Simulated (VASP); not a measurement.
# Ga2As3 (Imm2) in VASP: a series of runs, part 2 of 2

VASP 6.6.1.

## 3. Relaxation of cell and atoms, PBE (atoms taken out)

File INCAR:

```
ALGO = Normal
EDIFF = 1E-6
EDIFFG = -0.08
ENCUT = 600
GGA = PE
IBRION = 2
ISIF = 3
ISMEAR = 0
LASPH = True
LCHARG = False
LREAL = False
LWAVE = False
NELM = 60
NSW = 36
PREC = Accurate
SIGMA = 0.2
```

File KPOINTS:

```
k-points
0
Gamma
  5 5 5
```

File POSCAR:

```
Ga2As3
1.0
   -1.9000000000      5.6000000000      2.6500000000
    1.9000000000     -5.6000000000      2.6500000000
    1.9000000000      5.6000000000     -2.6500000000
Ga As
2 3
Direct
    0.3333300000      0.0000000000      0.3333300000
    0.6666700000      0.0000000000      0.6666700000
    0.4166700000      0.2500000000      0.1666700000
    0.0833300000      0.2500000000      0.8333300000
    0.7500000000      0.2500000000      0.5000000000
```

Potentials or basis: VASP PAW PBE potentials, release 64 (Ga_d, As).

Run with:

```
$ cat potpaw_PBE.64/Ga_d/POTCAR potpaw_PBE.64/As/POTCAR > POTCAR
$ mpirun -np 1 vasp_std > vasp.out
```

OUTCAR:

```text
EDIFF = 1E-6
   EDIFFG = -0.08
   ENCUT = 600
   GGA = PE
   IBRION = 2
   ISIF = 3
   ISMEAR = 0
   LASPH = True
   LREAL = False
   NELM = 60
   NSW = 36
   PREC = Accurate

 ion  position               nearest neighbor table
   1  0.333  0.000  0.333-   3 2.29   5 2.29   4 2.32   4 2.32
   2  0.667  0.000  0.667-   4 2.29   5 2.29   3 2.32   3 2.32
   3  0.417  0.250  0.167-   1 2.29   2 2.32   2 2.32
   4  0.083  0.250  0.833-   2 2.29   1 2.32   1 2.32
   5  0.750  0.250  0.500-   2 2.29   1 2.29

  LATTYP: Found a body centered orthorhombic cell.
 ALAT       =     3.8000000000
 B/A-ratio  =     1.3947368421
 C/A-ratio  =     2.9473684211

  Lattice vectors:

 A1 = (  -1.9000000000,   5.6000000000,  -2.6500000000)
 A2 = (   1.9000000000,   5.6000000000,   2.6500000000)
 A3 = (   1.9000000000,  -5.6000000000,  -2.6500000000)

Analysis of symmetry for initial positions (statically):
=====================================================================
 Subroutine PRICEL returns:
 Original cell was already a primitive cell.

 Routine SETGRP: Setting up the symmetry group for a
 body centered orthorhombic supercell.

 Subroutine GETGRP returns: Found  4 space group operations
 (whereof  4 operations were pure point group operations)
[... 283 lines left out ...]
  free  energy   TOTEN  =       -18.7981142201 eV

  energy  without entropy=      -18.7290852509  energy(sigma->0) =      -18.76359974

[... ionic steps 4 to 18 ...]

--------------------------------------- Ionic step       19  -------------------------------------------

 number of electron      40.9999999 magnetization

------------------------ aborting loop because EDIFF is reached ----------------------------------------
[... 73 lines left out ...]
--------------------------------------- Ionic step       21  -------------------------------------------

 number of electron      41.0000004 magnetization

 Free energy of the ion-electron system (eV)
  ---------------------------------------------------
  ext. energy  EPLUGINS =         0.00000000
  ---------------------------------------------------
  free energy    TOTEN  =       -19.47883458 eV

  energy without entropy =      -19.42494903  energy(sigma->0) =      -19.45189180

 E-fermi :   3.9109     XC(G=0):  -9.7484

 val. band max:        3.8993160080   @ k =   0.4000   0.4000   0.0000
 cond. band min:       3.9543226008   @ k =   0.2000   0.2000   0.0000
 fundamental gap:      0.0550065928
 Fermi energy:         3.9108925430

 k-point     1 :       0.0000    0.0000    0.0000
  band No.  band energies     occupation
      1     -10.8141      2.00000
      2     -10.8090      2.00000
      3     -10.7715      2.00000
      4     -10.7438      2.00000
      5     -10.7334      2.00000
      6     -10.7130      2.00000
[... 637 lines left out ...]
     23       6.9260      0.00000
     24       7.1279      0.00000

 [... further k-points ...]

------------------------ aborting loop because EDIFF is reached ----------------------------------------

  FORCE on cell =-STRESS in cart. coord.  units (eV):
  Direction    XX          YY          ZZ          XY          YZ          ZX
  --------------------------------------------------------------------------------------
  -------------------------------------------------------------------------------------
  Total        0.1922480     -0.1111700     -0.0577519      0.0000000      0.0000000      0.0000000
  in kB        2.7093099     -1.5666943     -0.8138852      0.0000000      0.0000000      0.0000000
  external PRESSURE =       0.1095768 kB  Pullay stress =       0.0000000 kB
[... 20 lines left out ...]
  FREE ENERGIE OF THE ION-ELECTRON SYSTEM (eV)
  ---------------------------------------------------
  free  energy   TOTEN  =       -19.4788345762 eV

  energy  without entropy=      -19.4249490284  energy(sigma->0) =      -19.45189180

 reached required accuracy - stopping structural energy minimisation
```

OSZICAR:

```text
N       E                     dE             d eps       ncg     rms          rms(c)
DAV:   1     0.313830044244E+03    0.31383E+03   -0.20889E+04  1296   0.241E+03
DAV:   2     0.152799235475E+02   -0.29855E+03   -0.29526E+03  1440   0.537E+02
[... 194 lines left out ...]
       N       E                     dE             d eps       ncg     rms          rms(c)
DAV:   1    -0.194771634028E+02   -0.13263E-02   -0.87615E-01  1408   0.619E+00    0.255E-01
DAV:   2    -0.194792683492E+02   -0.21049E-02   -0.33207E-02  1880   0.155E+00    0.136E-01
DAV:   3    -0.194788662415E+02    0.40211E-03   -0.12523E-03  1560   0.310E-01    0.496E-02
DAV:   4    -0.194788358374E+02    0.30404E-04   -0.29116E-04  1784   0.126E-01    0.134E-02
DAV:   5    -0.194788345487E+02    0.12887E-05   -0.31774E-05  1376   0.467E-02    0.559E-03
DAV:   6    -0.194788345762E+02   -0.27527E-07   -0.28778E-06  1424   0.128E-02
  21 F= -.19478835E+02 E0= -.19451892E+02  d E =-.477033E-02
```

CONTCAR:

```text
Ga2As3
   1.00000000000000
    -1.9593419836928763    5.2404559014861940    2.7680531634738514
     1.9593419836928763   -5.2404559014861940    2.7680531634738514
     1.9593419836928763    5.2404559014861940   -2.7680531634738514
  Ga              As
     2     3
Direct
     0.3372974120798253    0.9937327848010219    0.3435646272788034
     0.6501681575222188    0.9937327848010219    0.6564353727211969
     0.3453399945090905    0.2133430099021349    0.1319969846069556
     0.0813460252951792    0.2133430099021349    0.8680030153930441
     0.8358484105936865    0.3358484105936866    0.5000000000000000

  0.00000000E+00  0.00000000E+00  0.00000000E+00
  0.00000000E+00  0.00000000E+00  0.00000000E+00
  0.00000000E+00  0.00000000E+00  0.00000000E+00
  0.00000000E+00  0.00000000E+00  0.00000000E+00
  0.00000000E+00  0.00000000E+00  0.00000000E+00
```

It took 21 min on 1 thread of Intel Xeon 6975P-C (Granite Rapids), shared host; peak memory 0.46 GiB.

Results:

| Quantity | Value |
| --- | --- |
| Free energy | -19.4788 eV |
| Relaxed volume | 22.74 Å³/atom |
| Relaxed cell | a = 6.242 Å, b = 6.242 Å, c = 6.242 Å, α = 143.41°, β = 65.82°, γ = 127.35° |
| Space group after relaxing (to 0.1 Å) | Imm2 (No. 44) |
| Energy gained by relaxing | 319.0 meV/atom |
| Ionic steps | 21 |
| Pressure after relaxing | 0.0 GPa |
| Largest force after relaxing | 0.057 eV/Å |
| Band gap on the k mesh | zero (an odd number of electrons rules out a gap without spin polarisation) |

Forces on the atoms (eV/Å):
```
Ga   0.000 -0.027  0.026
Ga   0.000  0.027  0.026
As   0.000 -0.056  0.002
As   0.000  0.056  0.002
As   0.000  0.000 -0.057
```

The path:
```
step  energy change (eV)  largest force (eV/Å)  pressure (GPa)  volume (Å³)
   1              0.0000                2.5160           12.80       112.78
   2             -0.7368                0.3148           -4.31       144.81
   3             -0.9144                0.5527           -0.71       133.21
   4             -0.9143                0.5721           -0.57       132.78
   5             -0.9734                0.5848           -0.70       131.54
   6             -1.1185                0.8132           -0.89       127.81
   7             -1.2518                1.2793           -0.30       120.25
   8             -1.2717                1.2628           -0.33       119.87
   9             -1.3266                1.2100           -0.42       118.72
  10             -1.4083                1.0989           -0.36       116.44
  11             -1.4104                0.9012            0.94       111.93
  12             -1.4397                1.0031            0.08       114.31
  13             -1.4752                0.8754           -0.15       114.58
  14             -1.5509                0.5072           -0.69       115.35
  15             -1.5573                0.2711           -1.13       116.83
  16             -1.5792                0.1651           -1.01       116.13
  17             -1.5850                0.1470           -0.62       115.32
  18             -1.5898                0.1239           -0.04       114.12
  19             -1.5904                0.1180            0.22       113.58
  20             -1.5922                0.1031            0.16       113.60
  21             -1.5952                0.0570            0.01       113.69
```

Final structure:
```
Ga As
1.0
    -1.95934    5.24046    2.76805
     1.95934   -5.24046    2.76805
     1.95934    5.24046   -2.76805
Ga As
2 3
Direct
  0.33730 0.99373 0.34356
  0.65017 0.99373 0.65644
  0.34534 0.21334 0.13200
  0.08135 0.21334 0.86800
  0.83585 0.33585 0.50000
```

Caveat: the cell differs from its parent crystal (atoms taken out); the relaxation stopped at a loose force limit of 0.08 eV/Å, so its end isn't a converged minimum.
